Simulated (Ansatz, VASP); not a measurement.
## One calculation of V3NiPb, two programs

```
V Ni Pb
1.0
     4.21990    0.00000    0.00000
     0.00000    4.21990    0.00000
     0.00000    0.00000    4.21990
V Ni Pb
3 1 1
Direct
  0.00000 0.50000 0.50000
  0.50000 0.00000 0.50000
  0.50000 0.50000 0.00000
  0.00000 0.00000 0.00000
  0.50000 0.50000 0.50000
```

Alike in both runs: task relaxation of cell and atoms; functional PBE; k mesh 4 × 4 × 4; occupations gaussian, width 0.1 eV; no spin polarisation.

|  | VASP | Ansatz |
| --- | --- | --- |
| version | VASP 6.6.1 | Ansatz 0.2.0 |
| potentials or method | VASP PAW PBE potentials, release 64 (V_sv, Ni, Pb_d), cutoff 600 eV | scalar-relativistic, plane waves, PAW |
| valence electrons in the cell | 63 | 71 |

Ansatz gave:

```
gap on the k mesh at the Fermi level, each at its own relaxed structure (eV) : none
relaxed volume (Å³/atom)                                                     : 23.23
relaxed length of the cell vector where the two differ most in proportion (Å)              : 4.879
```

Q: Which values does VASP return?

A: gap on the k mesh at the Fermi level, each at its own relaxed structure (eV): none; relaxed volume (Å³/atom): 23.25; relaxed length of the cell vector where the two differ most in proportion (Å): 4.880.

A gap of «none» marks a metal or a gap that the smearing closes. VASP's potentials hold 63 valence electrons a cell and Ansatz's 71, so a difference there can come from the potentials and not from the codes.

The k mesh is coarse, so the values compare programs but aren't converged. Spin-orbit coupling is off throughout. Noted on VASP's run: the volume moved by over 15 % at a fixed basis, so the end points are rough.
